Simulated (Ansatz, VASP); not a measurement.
# Al: VASP beside Ansatz

Contents of INCAR:

```
SYSTEM = Al
PREC = Accurate
ENCUT = 520
EDIFF = 1E-8
ISMEAR = -1
SIGMA = 0.03
LREAL = .FALSE.
LASPH = .TRUE.
NELM = 100
ALGO = Normal
ISIF = 2
LWAVE = .FALSE.
LCHARG = .FALSE.
GGA = CA
LEFG = .TRUE.
NBANDS = 8
```

The input KPOINTS:

```
Automatic mesh
0
G
  17 17 17
  0 0 0
```

The input POSCAR:

```
Al
1.0
    0.0202398000      2.0340999000      2.0340999000
    2.0340999000      0.0202398000      2.0340999000
    2.0340999000      2.0340999000      0.0202398000
Al
1
Direct
    0.0000000000      0.0000000000      0.0000000000
```

Input for Ansatz:

```yaml
crystal:
  lattice:
    - [0.0202398, 2.0340999, 2.0340999]
    - [2.0340999, 0.0202398, 2.0340999]
    - [2.0340999, 2.0340999, 0.0202398]
  atoms:
    - { symbol: Al, position: [0.0, 0.0, 0.0] }
kpoints:
  mp_grid: { grid: [17, 17, 17] }
scf:
  occupations: { method: fermi_dirac, width: 0.03 }
hamiltonian:
  xc: lda
  pseudopotentials: { kind: paw }
output:
  forces: true
  stress: true
  eigenvalues: true
  efg: { contact_densities: true }
```

Change from the starting cell: equal xy, yz and zx shear strains of +1 %, PAW files.

Alike in both runs: task electric field gradients; functional LDA; k mesh 17 × 17 × 17; occupations fermi-dirac, width 0.03 eV; no spin polarisation.

|  | VASP | Ansatz |
| --- | --- | --- |
| version | VASP 6.6.1 | Ansatz 0.2.0 |
| potentials or method | VASP PAW LDA potentials, release 64 (Al) | PAW with Ansatz's default frozen-core files, scalar-relativistic |
| plane-wave cutoff (eV) | 520 | 420 |
| valence electrons in the cell | 3 | 3 |

```tsv
	VASP	Ansatz	Ansatz less VASP
pressure (GPa)	-3.6	-3.6	-0.04
traceless stress, the component that is largest in VASP (GPa)	-0.20	-0.20	+0.002
size of Vzz on the site where it differs most (V/Å²)	1.6	1.5	-0.09
```

LDA's correlation is that of Perdew and Zunger in VASP and of Perdew and Wang (1992) in Ansatz.
